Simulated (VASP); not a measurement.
Runs of VASP 6.6.1 on Cu. The structure is that of space group Fm-3m (No. 225), or close to it. The cells are those of the table. 

| task | cell | k mesh | cutoff (eV) | gap on the mesh (eV) | pressure (GPa) | relaxed volume (Å³/atom) |
| --- | --- | --- | --- | --- | --- | --- |
| single point | a = 2.581 Å, angles 60.0°, 1 atom | 8 × 8 × 8 | 520 | none | -8.8 | - |
| single point | a = 2.520 Å, angles 60.0°, 1 atom | 10 × 10 × 10 | 520 | none | 0.6 | - |
| single point | a = 2.520 Å, angles 60.0°, 1 atom | 20 × 20 × 20 | 520 | none | 0.6 | - |
| relaxation of cell and atoms | relaxed from a = 2.581 Å, angles 60.0°, 1 atom | 10 × 10 × 10 | 600 | none | -0.1 | 11.37 |
| relaxation of cell and atoms | relaxed from a = 2.520 Å, angles 60.0°, 1 atom | 20 × 20 × 20 | 600 | none | 0.0 | (a) |

Alike in all rows: level r2SCAN+rVV10; potentials or basis VASP PAW PBE potentials, release 64 (Cu); no spin polarisation; smearing gaussian 0.1 eV.

Q: Fill in the values left out.

A: (a) 11.36.

Caveats: some runs use coarse meshes; the PAW data sets were made with another functional, which shifts forces and pressure a little.

A gap of «none» marks levels without a gap at the run's occupations.
